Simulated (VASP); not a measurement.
Runs of VASP 6.6.1 on NbRu3. The structure is that of space group Pm-3m (No. 221), or close to it. The cells are those of the table. 

```csv
task,cell,gap on the mesh (eV),pressure (GPa)
electric field gradients,"a = 3.880 Å, angles 88.8°, 4 atoms",none,-10.6
electric field gradients,"a = 3.956 Å, 4 atoms",none,(b)
electric field gradients,"a = 3.906 Å, 4 atoms",none,-15.9
single point,"a = 3.802, b = 3.802, c = 3.880 Å, 4 atoms",none,0.6
single point,"a = 3.958, b = 3.958, c = 3.880 Å, 4 atoms",none,-20.3
electric field gradients,"a = 3.880, b = 3.880, c = 3.841 Å, 4 atoms",none,-8.3
single point,"a = 3.867 Å, 4 atoms",none,-8.3
single point,"a = 3.880 Å, angles 91.1°, 4 atoms",none,-10.6
single point,"a = 3.841, b = 3.841, c = 3.880 Å, 4 atoms",none,(a)
single point,"a = 3.880 Å, angles 90.6°, 4 atoms",none,-10.9
electric field gradients,"a = 3.828 Å, 4 atoms",none,0.7
```

Alike in all rows: level LDA; potentials or basis VASP PAW LDA potentials, release 64 (Nb_sv, Ru_pv); no spin polarisation; k mesh 9 × 9 × 9; cutoff (eV) 520; smearing fermi-dirac 0.05 eV.

Q: Estimate the missing entries.

A: (a) -5.5; (b) -24.1.

Caveats: the cell stands under tension (at least some runs).

A k mesh can miss the band edges, and the runs leave out spin-orbit coupling on Nb, Ru.

A gap of «none» marks levels without a gap at the run's occupations.
